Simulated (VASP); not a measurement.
A run of VASP 6.6.1:

The input INCAR:

```
ALGO     = Normal         # electronic algorithm
EDIFF    = 1E-6           # SCF threshold, eV
ENCUT    = 520            # plane-wave cutoff, eV
GGA      = PE             # functional
ISIF     = 2              # what is computed and relaxed
ISMEAR   = 0              # smearing method
LASPH    = T              # aspherical terms in the spheres
LCHARG   = F              # write CHGCAR
LREAL    = F              # projectors in reciprocal space
LWAVE    = F              # write WAVECAR
NBANDS   = 18             # bands
NELM     = 80             # most SCF steps
PREC     = Accurate       # precision mode
SIGMA    = 0.05           # smearing width, eV
```

KPOINTS

```
k-points
0
Gamma
  6 6 4
```

File POSCAR:

```
Y
1.0
    3.6666960710      0.0000000000      0.0000000000
   -1.8333480355      3.1754519455      0.0000000000
    0.0000000000      0.0000000000      5.6666977117
Y
2
Direct
    0.3333333333      0.6666666667      0.7500000000
    0.6666666667      0.3333333333      0.2500000000
```

Potentials or basis: VASP PAW PBE potentials, release 64 (Y_sv).

The run is started by

```bash
$ cat potpaw_PBE.64/Y_sv/POTCAR > POTCAR
$ mpirun -np 1 vasp_std > vasp.out
```

Hardware: 1 thread of Intel Xeon 8259CL, on a shared host.

Q: Estimate the wall time of this run.

A: Run time: 45 s on 1 thread of Intel Xeon 8259CL (shared host), peak memory 0.19 GiB. Counts: scf iterations 14, k points 21.
